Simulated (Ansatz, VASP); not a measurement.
**GaSb in VASP and in Ansatz**

```xyz
2
Lattice="0.0000 3.2157 3.1069 3.2157 0.0000 3.1069 3.2157 3.2157 0.0000" Properties=species:S:1:pos:R:3 pbc="T T T"
Ga    0.0000    0.0000    0.0000
Sb    4.8235    4.8235    4.6604
```

Change from the starting cell: strain +0.0350 x Voigt [1, 1, 0, 0, 0, 0], atoms carried along.

Alike in both runs: task single point; functional PBE; k mesh 16 × 16 × 16; occupations gaussian, width 0.15 eV; no spin polarisation.

|  | VASP | Ansatz |
| --- | --- | --- |
| version | VASP 6.6.1 | Ansatz 0.2.0 |
| potentials or method | VASP PAW PBE potentials, release 64 (Ga_d, Sb), cutoff 520 eV | scalar-relativistic, plane waves, PAW |
| valence electrons in the cell | 18 | 28 |

```csv
,VASP,Ansatz,Ansatz less VASP
gap on the k mesh at the Fermi level (eV),0.12,0.12,0.000
least direct gap on the mesh (eV),0.17,0.17,0.000
pressure (GPa),-2.6,-2.6,-0.05
"traceless stress, the component that is largest in VASP (GPa)",0.85,0.85,+0.002
```

VASP's potentials hold 18 valence electrons a cell and Ansatz's 28, so a difference there can come from the potentials and not from the codes.

Spin-orbit coupling is off throughout.
